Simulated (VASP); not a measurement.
# NiO (Fm-3m) in VASP: notebook, part 2 of 2

VASP 6.6.1.

### Step 3. Single point, PBE+U, collinear spin, ferromagnetic start

Input file INCAR:

```
PREC     = Accurate       # precision mode
ENCUT    = 520            # plane-wave cutoff, eV
EDIFF    = 1E-7           # SCF threshold, eV
ISMEAR   = 0              # smearing method
SIGMA    = 0.02           # smearing width, eV
LREAL    = False          # projectors in reciprocal space
LASPH    = True           # aspherical terms in the spheres
NELM     = 150            # most SCF steps
ALGO     = Normal         # electronic algorithm
ISIF     = 2              # what is computed and relaxed
LWAVE    = False          # write WAVECAR
LCHARG   = False          # write CHGCAR
ISPIN    = 2              # spin polarisation
MAGMOM   = 1.91 0.21      # initial moments
LORBIT   = 11             # projections on sites
LMAXMIX  = 4              # l up to which the mixer works
LDAU     = True           # DFT+U
LDAUTYPE = 2            
LDAUL    = 2 -1           # shell
LDAUU    = 6.2 0          # U, eV
LDAUJ    = 0 0          
LDAUPRINT= 1            
GGA      = PE             # functional
NBANDS   = 19             # bands
```

Input file KPOINTS:

```
Automatic mesh
0
Gamma
  12 12 12
```

Input file POSCAR:

```
NiO
1.0
    0.0000000000      2.1337134485      2.1337134485
    2.1337134485      0.0000000000      2.1337134485
    2.1337134485      2.1337134485      0.0000000000
Ni O
1 1
Direct
    0.0000000000      0.0000000000      0.0000000000
    0.5000000000      0.5000000000      0.5000000000
```

Potentials or basis: VASP PAW PBE potentials, release 64 (Ni, O).

On the command line:

```bash
cat potpaw_PBE.64/Ni/POTCAR potpaw_PBE.64/O/POTCAR > POTCAR
mpirun -np 1 vasp_std > vasp.out
```

OUTCAR:

```text
PREC = Accurate
   ENCUT = 520
   EDIFF = 1E-7
   ISMEAR = 0
   LREAL = False
   LASPH = True
   NELM = 150
   ISIF = 2
   ISPIN = 2
   LORBIT = 11
   GGA = PE

 ion  position               nearest neighbor table
   1  0.000  0.000  0.000-   2 2.13   2 2.13   2 2.13   2 2.13   2 2.13   2 2.13
   2  0.500  0.500  0.500-   1 2.13   1 2.13   1 2.13   1 2.13   1 2.13   1 2.13

  LATTYP: Found a face centered cubic cell.
 ALAT       =     4.2674268970

  Lattice vectors:

 A1 = (   0.0000000000,   2.1337134485,   2.1337134485)
 A2 = (   2.1337134485,   0.0000000000,   2.1337134485)
 A3 = (   2.1337134485,   2.1337134485,   0.0000000000)

Analysis of symmetry for initial positions (statically):
[... 25 lines left out ...]
The dynamic configuration has the point symmetry O_h .

Analysis of structural, dynamic, and magnetic symmetry:
=====================================================================
 Subroutine PRICEL returns:
[... 7 lines left out ...]
 out of a pool of 48 trial point group operations.

The overall configuration has the point symmetry O_h .

 Subroutine INISYM returns: Found 48 space group operations
[... 5 lines left out ...]
                                     Primitive cell

  volume of cell :      19.4285

  direct lattice vectors                    reciprocal lattice vectors
     0.000000000  2.133713448  2.133713448    -0.234333247  0.234333247  0.234333247
     2.133713448  0.000000000  2.133713448     0.234333247 -0.234333247  0.234333247
     2.133713448  2.133713448  0.000000000     0.234333247  0.234333247 -0.234333247

  length of vectors
     3.017526497  3.017526497  3.017526497     0.405877089  0.405877089  0.405877089

  position of ions in fractional coordinates (direct lattice)
[... 8 lines left out ...]
----------------------------------------------------------------------------------------

 KPOINTS: Automatic mesh

Automatic generation of k-mesh.
 Grid dimensions read from file:
 generate k-points for:   12   12   12

 Generating k-lattice:

  Cartesian coordinates                     Fractional coordinates (reciprocal lattice)
    -0.019527771  0.019527771  0.019527771     0.083333333  0.000000000  0.000000000
     0.019527771 -0.019527771  0.019527771     0.000000000  0.083333333  0.000000000
     0.019527771  0.019527771 -0.019527771     0.000000000  0.000000000  0.083333333

  Length of vectors
     0.033823091  0.033823091  0.033823091

  Shift w.r.t. Gamma in fractional coordinates (k-lattice)
     0.000000000  0.000000000  0.000000000

 Subroutine IBZKPT returns following result:
 ===========================================

 Found     72 irreducible k-points:

 Following reciprocal coordinates:
            Coordinates               Weight
  0.000000  0.000000  0.000000      1.000000
  0.083333  0.000000  0.000000      8.000000
  0.166667  0.000000  0.000000      8.000000
  0.250000  0.000000  0.000000      8.000000
  0.333333  0.000000  0.000000      8.000000
  0.416667  0.000000  0.000000      8.000000
[... 16 lines left out ...]
  0.500000  0.166667  0.000000     24.000000
[... 43 lines left out ...]
  Thomas-Fermi vector in A             =   2.641425
   LORBIT       =     11    0 simple, 1 ext, 2 COOP (PROOUT), +10 PAW based schemes
 LDA+U is selected, type is set to LDAUTYPE =  2
   angular momentum for each species LDAUL =     2   -1
   U (eV)           for each species LDAUU =   6.2  0.0
   J (eV)           for each species LDAUJ =   0.0  0.0
   GGA     = PE    functional components
   LHFCALC =     F    Hartree Fock is set to
   AEXX    =    0.0000 exact exchange contribution
   IVDW    =     0    specifies the selected vdW correction
   LEPSILON=     F    determine dielectric tensor
   LRPA    =     F    only Hartree local field effects (RPA)
 spin polarized calculation
 Gauss-broadening in eV      SIGMA  =   0.02
  energy-cutoff  :      520.00
  volume of cell :       19.43
 maximum number of plane-waves:       544
   NGX = 11   NGY = 11   NGZ = 11

atom =   1  type =  1  l = 2

 onsite density matrix

spin component  1

  0.9818 -0.0000 -0.0000 -0.0000 -0.0000
 -0.0000  0.9818  0.0000 -0.0000  0.0000
 -0.0000  0.0000  1.0279  0.0000 -0.0000
 -0.0000 -0.0000  0.0000  0.9818  0.0000
 -0.0000  0.0000 -0.0000  0.0000  1.0279

spin component  2

  0.9805 -0.0000  0.0000 -0.0000 -0.0000
 -0.0000  0.9805 -0.0000 -0.0000  0.0000
  0.0000 -0.0000  0.1273  0.0000 -0.0000
 -0.0000 -0.0000  0.0000  0.9805 -0.0000
 -0.0000  0.0000 -0.0000 -0.0000  0.1273

 occupancies and eigenvectors

  o =  0.1273  v =  0.0000  0.0000  0.0000  0.0000  0.0000  0.0000 -0.0000  1.0000 -0.0000  0.0051      0.0000  0.0000  0.0000  0.0000  0.0000  0.0000  0.0000  0.0000  0.0000  0.0000
  o =  0.1273  v =  0.0000  0.0000  0.0000  0.0000  0.0000  0.0000 -0.0000 -0.0051  0.0000  1.0000      0.0000  0.0000  0.0000  0.0000  0.0000  0.0000  0.0000  0.0000  0.0000  0.0000
  o =  0.9805  v =  0.0000  0.0000  0.0000  0.0000  0.0000  1.0000  0.0000  0.0000  0.0000  0.0000      0.0000  0.0000  0.0000  0.0000  0.0000  0.0000  0.0000  0.0000  0.0000  0.0000
  o =  0.9805  v =  0.0000  0.0000  0.0000  0.0000  0.0000  0.0000  0.7201  0.0000 -0.6939 -0.0000      0.0000  0.0000  0.0000  0.0000  0.0000  0.0000  0.0000  0.0000  0.0000  0.0000
  o =  0.9805  v =  0.0000  0.0000  0.0000  0.0000  0.0000  0.0000 -0.6939 -0.0000 -0.7201  0.0000      0.0000  0.0000  0.0000  0.0000  0.0000  0.0000  0.0000  0.0000  0.0000  0.0000
  o =  0.9818  v =  1.0000  0.0000  0.0000  0.0000  0.0000  0.0000  0.0000  0.0000  0.0000  0.0000      0.0000  0.0000  0.0000  0.0000  0.0000  0.0000  0.0000  0.0000  0.0000  0.0000
  o =  0.9818  v =  0.0000  0.9362 -0.0000  0.3514 -0.0000  0.0000  0.0000  0.0000  0.0000  0.0000      0.0000  0.0000  0.0000  0.0000  0.0000  0.0000  0.0000  0.0000  0.0000  0.0000
  o =  0.9818  v =  0.0000 -0.3514  0.0000  0.9362 -0.0000  0.0000  0.0000  0.0000  0.0000  0.0000      0.0000  0.0000  0.0000  0.0000  0.0000  0.0000  0.0000  0.0000  0.0000  0.0000
  o =  1.0279  v =  0.0000 -0.0000 -0.8858  0.0000  0.4641  0.0000  0.0000  0.0000  0.0000  0.0000      0.0000  0.0000  0.0000  0.0000  0.0000  0.0000  0.0000  0.0000  0.0000  0.0000
  o =  1.0279  v =  0.0000  0.0000  0.4641  0.0000  0.8858  0.0000  0.0000  0.0000  0.0000  0.0000      0.0000  0.0000  0.0000  0.0000  0.0000  0.0000  0.0000  0.0000  0.0000  0.0000

 number of electron      16.0000010 magnetization       1.9999983

 Free energy of the ion-electron system (eV)
  ---------------------------------------------------
  ext. energy  EPLUGINS =         0.00000000
  ---------------------------------------------------
  free energy    TOTEN  =       -10.14197252 eV

  energy without entropy =      -10.14197252  energy(sigma->0) =      -10.14197252

 E-fermi :   6.1304     XC(G=0): -12.2731

 val. band max:        5.9325799176   @ k =   0.5000   0.0000   0.0000
 cond. band min:       8.2934838939   @ k =   0.0000   0.0000   0.0000
 fundamental gap:      2.3609039763
 Fermi energy:         6.1303935614

 spin component 1

 k-point     1 :       0.0000    0.0000    0.0000
  band No.  band energies     occupation
      1     -12.3604      1.00000
      2      -0.1224      1.00000
      3      -0.1223      1.00000
      4       0.9911      1.00000
      5       0.9912      1.00000
      6       0.9912      1.00000
[... 1049 lines left out ...]
     18      36.7809      0.00000
     19      37.3414      0.00000

 [... further k-points ...]
[... 5 lines left out ...]
  --------------------------------------------------------------------------------------
  -------------------------------------------------------------------------------------
  Total       -0.9938035     -0.9938035     -0.9938035     -0.0000000      0.0000000      0.0000000
  in kB      -81.9545027    -81.9545027    -81.9545027     -0.0000000      0.0000000      0.0000000
  external PRESSURE =     -81.9545027 kB  Pullay stress =       0.0000000 kB

 VOLUME and BASIS-vectors are now :
 -----------------------------------------------------------------------------
  energy-cutoff  :      520.00
  volume of cell :       19.43
      direct lattice vectors                 reciprocal lattice vectors
     0.000000000  2.133713448  2.133713448    -0.234333247  0.234333247  0.234333247
     2.133713448  0.000000000  2.133713448     0.234333247 -0.234333247  0.234333247
     2.133713448  2.133713448  0.000000000     0.234333247  0.234333247 -0.234333247

 POSITION                                       TOTAL-FORCE (eV/Angst)
 -----------------------------------------------------------------------------------
      0.00000      0.00000      0.00000         0.000000     -0.000000     -0.000000
      2.13371      2.13371      2.13371        -0.000000      0.000000      0.000000
 -----------------------------------------------------------------------------------
    total drift:                                0.000000     -0.000000     -0.000000

  FREE ENERGIE OF THE ION-ELECTRON SYSTEM (eV)
  ---------------------------------------------------
  free  energy   TOTEN  =       -10.1419725190 eV

  energy  without entropy=      -10.1419725190  energy(sigma->0) =      -10.14197252

 total charge

# of ion       s       p       d       tot
------------------------------------------
    1        0.326   0.379   8.173   8.877
    2        1.548   3.449   0.000   4.997
--------------------------------------------------
tot          1.874   3.827   8.173  13.874

 magnetization (x)

# of ion       s       p       d       tot
------------------------------------------
    1        0.012   0.012   1.803   1.827
    2        0.016   0.147   0.000   0.163
--------------------------------------------------
tot          0.028   0.159   1.803   1.990
```

Run time: 30 s. Hardware: 1 thread of Intel Xeon Platinum 8375C at 2.90GHz (Ice Lake), shared host; peak memory 0.17 GiB.

What came out:

| Property | Result |
| --- | --- |
| Free energy | -10.1420 eV |
| Pressure | -8.2 GPa |
| Band gap on the k mesh | 2.36 eV, indirect (least direct gap 3.16 eV) |
| Net moment | 2.00 μB per cell |
| Site moments | Ni +1.83; O +0.16 μB |
| Valence electrons inside the program's atomic spheres | Ni 8.88; O 5.00 |

Eigenvalues of the final occupation matrices:
```
    site  spin  trace               eigenvalues
site 1 d     1   5.00  0.98 0.98 0.98 1.03 1.03
site 1 d     2   3.20  0.13 0.13 0.98 0.98 0.98
```

Caveat: a cell with one magnetic atom can't hold antiferromagnetic order, which such compounds often take. A k mesh can miss the band edges.

### Step 4. Relaxation of cell and atoms, PBE+U, collinear spin, ferromagnetic start

Input file INCAR:

```
SYSTEM = NiO
PREC = Accurate
ENCUT = 600
EDIFF = 1E-6
ISMEAR = 0
SIGMA = 0.02
LREAL = .FALSE.
LASPH = .TRUE.
NELM = 150
ALGO = Normal
ISIF = 3
LWAVE = .FALSE.
LCHARG = .FALSE.
ISPIN = 2
MAGMOM = 1.91 0.21
LORBIT = 11
LMAXMIX = 4
LDAU = .TRUE.
LDAUTYPE = 2
LDAUL = 2 -1
LDAUU = 6.2 0
LDAUJ = 0 0
LDAUPRINT = 1
GGA = PE
IBRION = 2
NSW = 100
EDIFFG = -0.005
```

Input file KPOINTS:

```
regular mesh
0
G
  12 12 12
  0 0 0
```

Input file POSCAR:

```
NiO
1.0
    0.0000000000      2.1335499689      2.1335499689
    2.1335499689      0.0000000000      2.1335499689
    2.1335499689      2.1335499689      0.0000000000
Ni O
1 1
Direct
    0.0000000000      0.0000000000      0.0000000000
    0.5000000000      0.5000000000      0.5000000000
```

On the command line:

```bash
cat potpaw_PBE.64/Ni/POTCAR potpaw_PBE.64/O/POTCAR > POTCAR
mpirun -np 1 vasp_std > vasp.out
```

Run time: 48 s. Hardware: 1 thread of Intel Xeon Platinum 8375C at 2.90GHz (Ice Lake), shared host; peak memory 0.18 GiB.

Results (log left out):

```yaml
Free_energy: -10.1708 eV
Relaxed_volume: 9.23 Å³/atom
Relaxed_cell: a = 2.966 Å, b = 2.966 Å, c = 2.966 Å, α = 60.00°, β = 60.00°, γ = 60.00°
Space_group_after_relaxing_to_0.05_Å: Fm-3m (No. 225)
Energy_gained_by_relaxing: 13.2 meV/atom
Ionic_steps: 3
Pressure_after_relaxing: 0.0 GPa
Band_gap_on_the_k_mesh: 2.55 eV, indirect (least direct gap 3.19 eV)
Net_moment: 2.00 μB per cell
Site_moments: Ni +1.82; O +0.17 μB
Valence_electrons_inside_the_program's_atomic_spheres: Ni 8.97; O 5.02
```

The path:
```tsv
step	energy change (eV)	largest force (eV/Å)	pressure (GPa)	volume (Å³)
1	0.0000	0.0000	-8.41	19.42
2	-0.0205	0.0000	4.50	18.03
3	-0.0264	0.0000	0.00	18.46
```

Final structure:
```
Ni O
1.0
     0.00000    2.09757    2.09757
     2.09757    0.00000    2.09757
     2.09757    2.09757    0.00000
Ni O
1 1
Direct
  0.00000 0.00000 0.00000
  0.50000 0.50000 0.50000
```

Levels at points of the mesh, in eV from the valence-band top:
Spin up:
```csv
k point,band 6,band 7,band 8,band 9,band 10,band 11,band 12,band 13
"(0.00, 0.00, 0.00)",-5.00,-1.37,-1.37,-1.37,2.66,17.84,17.84,17.84
"(0.50, 0.00, 0.00)",-4.50,-3.10,0.00,0.00,6.72,11.03,14.93,14.93
"(0.50, 0.50, 0.00)",-4.19,-4.19,-2.72,-2.72,6.98,11.49,11.86,17.61
```
Spin down:
```tsv
k point	band 4	band 5	band 6	band 7	band 8	band 9	band 10	band 11
(0.00, 0.00, 0.00)	-4.00	-1.03	-1.03	-1.03	2.55	2.55	3.01	18.10
(0.50, 0.00, 0.00)	-4.02	-2.21	-1.95	-1.95	4.85	4.85	6.90	11.48
(0.50, 0.50, 0.00)	-3.11	-3.11	-2.40	-2.40	2.99	3.42	7.62	11.77
```

Eigenvalues of the final occupation matrices:
```
    site  spin  trace               eigenvalues
site 1 d     1   5.02  0.98 0.98 0.98 1.04 1.04
site 1 d     2   3.22  0.14 0.14 0.98 0.98 0.98
```

Caveat: a cell with one magnetic atom can't hold antiferromagnetic order, which such compounds often take. The state reached can hang on the start; a lower one may exist.

### Step 5. Summary

| task | cell | k mesh | cutoff (eV) | smearing | gap on the mesh (eV) | pressure (GPa) | moment (μB) |
| --- | --- | --- | --- | --- | --- | --- | --- |
| single point | a = 3.017 Å, angles 60.0°, 2 atoms | 8 × 8 × 8 | 520 | gaussian 0.1 eV | 2.36 | -8.2 | 2.00 |
| single point | a = 3.018 Å, angles 60.0°, 2 atoms | 12 × 12 × 12 | 520 | gaussian 0.02 eV | 2.36 | -8.2 | 2.00 |
| relaxation of cell and atoms | relaxed from a = 3.017 Å, angles 60.0°, 2 atoms | 12 × 12 × 12 | 600 | gaussian 0.02 eV | 2.55 | 0.0 | 2.00 |

Alike in all rows: level PBE+U; potentials or basis VASP PAW PBE potentials, release 64 (Ni, O); spin collinear, ferromagnetic start; Ni d U = 6.2 eV.

Caveats: a cell with one magnetic atom can't hold antiferromagnetic order, which such compounds often take.

Total energies depend on the potentials used, so only differences within one code and one set of settings carry meaning.
